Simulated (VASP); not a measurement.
# Ti6Si in VASP: relaxation of the atoms with PBE

Aim: the relaxation of the atoms of Ti6Si with PBE.

Everything below comes from runs of VASP 6.6.1. Logs are shortened: lines on timing, memory, paths and dates and some standing lists are left out, and cuts for length are marked.

### Step 1. The cell of the first run

The cell holds a slab with vacuum, 7 atoms: a = 2.832 Å, b = 4.579 Å, c = 22.051 Å, α = 90.00°, β = 90.00°, γ = 90.00°.

### Step 2. Relaxation of the atoms, PBE

File INCAR:

```
SYSTEM = Ti6Si
ALGO     = Normal         ! electronic algorithm
DIPOL    = 0.5 0.5 0.358
EDIFF    = 1E-7           ! SCF threshold, eV
EDIFFG   = -0.025         ! ionic threshold
ENCUT    = 450            ! plane-wave cutoff, eV
GGA      = PE             ! functional
GGA_COMPAT= .FALSE.      
IBRION   = 2              ! ionic algorithm
IDIPOL   = 3            
ISIF     = 2              ! what is computed and relaxed
ISMEAR   = 0              ! smearing method
KPAR     = 4            
LASPH    = .TRUE.         ! aspherical terms in the spheres
LCHARG   = .FALSE.        ! write CHGCAR
LDIPOL   = .TRUE.       
LREAL    = .FALSE.        ! projectors in reciprocal space
LWAVE    = .FALSE.        ! write WAVECAR
NELM     = 120            ! most SCF steps
NELMDL   = -8           
NELMIN   = 4            
NSW      = 36             ! ionic steps
PREC     = Accurate       ! precision mode
SIGMA    = 0.1            ! smearing width, eV
```

File KPOINTS:

```
k-points
0
G
  9 6 1
  0 0 0
```

File POSCAR:

```
Ti6Si
1.0
    2.8319727849      0.0000000000      0.0000000000
    0.0000000000      4.5793473376      0.0000000000
    0.0000000000      0.0000000000     22.0506931396
Ti Si
6 1
Selective dynamics
Direct
    0.5000000000      0.0000000000      0.1814001934  F F F
    0.0000000000      0.5000000000      0.2413504045  F F F
    0.5000000000      0.0000000000      0.3013006156  F F F
    0.5000000000      0.5000000000      0.3625816749  F F F
    0.0000000000      0.0000000000      0.4208168374  F F F
    0.5000000000      0.5000000000      0.4784744440  F F F
    0.8333333333      1.0000000000      0.5192894875  F F T
```

Potentials or basis: VASP PAW PBE potentials, release 64 (Ti_sv, Si).

Launch:

```bash
$ cat potpaw_PBE.64/Ti_sv/POTCAR potpaw_PBE.64/Si/POTCAR > POTCAR
$ mpirun -np 4 vasp_std > vasp.out
```

OUTCAR:

```text
SYSTEM = Ti6Si
   EDIFF = 1E-7
   EDIFFG = -0.025
   ENCUT = 450
   GGA = PE
   IBRION = 2
   ISIF = 2
   ISMEAR = 0
   LASPH = .TRUE.
   LREAL = .FALSE.
   NELM = 120
   NELMDL = -8
   NELMIN = 4
   NSW = 36
   PREC = Accurate

 ion  position               nearest neighbor table
   1  0.500  0.000  0.181-   3 2.64
   2  0.000  0.500  0.241-
   3  0.500  0.000  0.301-   1 2.64   4 2.66   4 2.66
   4  0.500  0.500  0.363-   6 2.56   3 2.66   3 2.66
   5  0.000  0.000  0.421-   7 2.22
   6  0.500  0.500  0.478-   4 2.56   7 2.64   7 2.64
   7  0.833  0.000  0.519-   5 2.22   6 2.64   6 2.64

  LATTYP: Found a simple orthorhombic cell.
 ALAT       =     2.8319727849
 B/A-ratio  =     1.6170167178
 C/A-ratio  =     7.7863365274

  Lattice vectors:

 A1 = (   2.8319727849,   0.0000000000,   0.0000000000)
 A2 = (   0.0000000000,   4.5793473376,   0.0000000000)
 A3 = (   0.0000000000,   0.0000000000,  22.0506931396)

Analysis of symmetry for initial positions (statically):
=====================================================================
 Subroutine PRICEL returns:
 Original cell was already a primitive cell.

 Routine SETGRP: Setting up the symmetry group for a
 simple orthorhombic supercell.

 Subroutine GETGRP returns: Found  2 space group operations
 (whereof  2 operations were pure point group operations)
 out of a pool of  8 trial point group operations.

The static configuration has the point symmetry C_1h.

Analysis of symmetry for dynamics (positions and initial velocities):
=====================================================================
 Subroutine PRICEL returns:
 Original cell was already a primitive cell.

 Routine SETGRP: Setting up the symmetry group for a
 simple orthorhombic supercell.

 Subroutine GETGRP returns: Found  2 space group operations
 (whereof  2 operations were pure point group operations)
 out of a pool of  8 trial point group operations.

The dynamic configuration has the point symmetry C_1h.

Analysis of constrained symmetry for selective dynamics:
=====================================================================
 Subroutine PRICEL returns:
 Original cell was already a primitive cell.

 Routine SETGRP: Setting up the symmetry group for a
[... 122 lines left out ...]
   NELECT =      76.0000    total number of electrons
   NUPDOWN=      -1.0000    fix difference up-down
   EMIN   =  10.00;   EMAX   =-10.00  energy-range for DOS
   EFERMI =   0.00;   METHOD = LEGACY
   ISMEAR =     0;   SIGMA  =   0.10  broadening in eV -4-tet -1-fermi 0-gaus
   EFERMI_NEDOS =   21; number of points for ismear=-14 and -15
   IALGO  =     38    algorithm
   IMIX   =      4    mixing-type and parameters
     AMIX     =   0.40;   BMIX     =  1.00
     AMIX_MAG =   1.60;   BMIX_MAG =  1.00
  volume/ion in A,a.u.               =      40.85       275.69
  Fermi-wavevector in a.u.,A,eV,Ry     =   1.052546  1.989023 15.073254  1.107853
  Thomas-Fermi vector in A             =   2.187633
   LORBIT       =      0    0 simple, 1 ext, 2 COOP (PROOUT), +10 PAW based schemes
   GGA     = PE    functional components
   LHFCALC =     F    Hartree Fock is set to
   AEXX    =    0.0000 exact exchange contribution
   IVDW    =     0    specifies the selected vdW correction
   LEPSILON=     F    determine dielectric tensor
   LRPA    =     F    only Hartree local field effects (RPA)
 conjugate gradient relaxation of ions
 non-spin polarized calculation
 Gauss-broadening in eV      SIGMA  =   0.10
  energy-cutoff  :      450.00
  volume of cell :      285.97
 maximum number of plane-waves:      6242
 NGX is ok and might be reduce to    20
   NGX =  9   NGY = 15   NGZ = 77

 dipolmoment           0.000000      0.000000     -0.037145 electrons x Angstroem

--------------------------------------- Ionic step        1  -------------------------------------------

 number of electron      75.9999965 magnetization

 Free energy of the ion-electron system (eV)
  ---------------------------------------------------
  ext. energy  EPLUGINS =         0.00000000
  ---------------------------------------------------
  free energy    TOTEN  =       -49.61885880 eV

  energy without entropy =      -49.57052335  energy(sigma->0) =      -49.59469108

------------------------ aborting loop because EDIFF is reached ----------------------------------------

  FORCE on cell =-STRESS in cart. coord.  units (eV):
  Direction    XX          YY          ZZ          XY          YZ          ZX
  --------------------------------------------------------------------------------------
  -------------------------------------------------------------------------------------
  Total       -2.7071348     -5.8093739      6.8757133      0.0000000      0.0000000     -1.9200523
  in kB      -15.1672051    -32.5480524     38.5224086      0.0000000      0.0000000    -10.7574350
  external PRESSURE =      -3.0642830 kB  Pullay stress =       0.0000000 kB
[... 110 lines left out ...]
--------------------------------------- Ionic step        4  -------------------------------------------

 number of electron      75.9999965 magnetization

 dipolmoment           0.000000      0.000000      0.120976 electrons x Angstroem

 Free energy of the ion-electron system (eV)
  ---------------------------------------------------
  ext. energy  EPLUGINS =         0.00000000
  ---------------------------------------------------
  free energy    TOTEN  =       -49.97866838 eV

  energy without entropy =      -49.92814231  energy(sigma->0) =      -49.95340534

 E-fermi :   1.0904     XC(G=0):  -5.6760

 val. band max:        1.0815862440   @ k =   0.3333   0.3333   0.0000
 cond. band min:       1.1286745373   @ k =   0.2222   0.5000   0.0000
 fundamental gap:      0.0470882933
 Fermi energy:         1.0903576116

 k-point     1 :       0.0000    0.0000    0.0000
  band No.  band energies     occupation
      1     -55.8716      2.00000
      2     -55.7951      2.00000
      3     -55.7566      2.00000
      4     -55.6455      2.00000
      5     -55.5002      2.00000
      6     -55.3722      2.00000
[... 949 lines left out ...]
     44       1.9298      0.00000
     45       2.1063      0.00000

------------------------ aborting loop because EDIFF is reached ----------------------------------------

 vacuum level on the upper side and lower side of the slab       (xc-potential included)         0.814        -0.832

  FORCE on cell =-STRESS in cart. coord.  units (eV):
  Direction    XX          YY          ZZ          XY          YZ          ZX
  --------------------------------------------------------------------------------------
  -------------------------------------------------------------------------------------
  Total       -3.9490271     -6.6641398      0.5234132      0.0000000      0.0000000     -0.6031387
  in kB      -22.1251276    -37.3370305      2.9325157      0.0000000      0.0000000     -3.3791920
  external PRESSURE =     -18.8432142 kB  Pullay stress =       0.0000000 kB
[... 22 lines left out ...]
  FREE ENERGIE OF THE ION-ELECTRON SYSTEM (eV)
  ---------------------------------------------------
  free  energy   TOTEN  =       -49.9786683761 eV

  energy  without entropy=      -49.9281423074  energy(sigma->0) =      -49.95340534

 reached required accuracy - stopping structural energy minimisation

 vacuum level on the upper side and lower side of the slab         6.152         4.463
```

CONTCAR:

```text
Ti6Si
   1.00000000000000
     2.8319727849000000    0.0000000000000000    0.0000000000000000
     0.0000000000000000    4.5793473375999998    0.0000000000000000
     0.0000000000000000    0.0000000000000000   22.0506931395999999
  Ti              Si
     6     1
Selective dynamics
Direct
     0.5000000000000000    0.0000000000000000    0.1814001934000018   F   F   F
     0.0000000000000000    0.5000000000000000    0.2413504044999968   F   F   F
     0.5000000000000000    0.0000000000000000    0.3013006155999989   F   F   F
     0.5000000000000000    0.5000000000000000    0.3625816748999995   F   F   F
     0.0000000000000000    0.0000000000000000    0.4208168373999968   F   F   F
     0.5000000000000000    0.5000000000000000    0.4784744439999997   F   F   F
     0.8333333332999970    0.0000000000000000    0.5318549408111860   F   F   T

  0.00000000E+00  0.00000000E+00  0.00000000E+00
  0.00000000E+00  0.00000000E+00  0.00000000E+00
  0.00000000E+00  0.00000000E+00  0.00000000E+00
  0.00000000E+00  0.00000000E+00  0.00000000E+00
  0.00000000E+00  0.00000000E+00  0.00000000E+00
  0.00000000E+00  0.00000000E+00  0.00000000E+00
  0.00000000E+00  0.00000000E+00  0.00000000E+00
```

Run time: 4.4 min. Hardware: 4 MPI ranks of Intel Xeon 6975P-C (Granite Rapids), shared host; peak memory 0.42 GiB.

Results:

* Free energy: -49.9787 eV
* Energy gained by relaxing: 51.4 meV/atom
* Ionic steps: 4
* Band gap on the k mesh: zero (bands 38 and 39 overlap by 0.12 eV)

Step by step:
| step | energy change (eV) | largest force on free atoms (eV/Å) | pressure (GPa) |
| --- | --- | --- | --- |
| 1 | 0.0000 | 3.0281 | -0.31 |
| 2 | -0.2932 | 1.1173 | -1.24 |
| 3 | -0.3588 | 0.1210 | -1.94 |
| 4 | -0.3598 | 0.0233 | -1.88 |

Final structure:
```
Ti Si
1.0
     2.83197    0.00000    0.00000
     0.00000    4.57935    0.00000
     0.00000    0.00000   22.05069
Ti Si
6 1
Cartesian
  1.4160 0.0000 4.0000
  0.0000 2.2897 5.3219
  1.4160 0.0000 6.6439
  1.4160 2.2897 7.9952
  0.0000 0.0000 9.2793
  1.4160 2.2897 10.5507
  2.3600 0.0000 11.7278
```
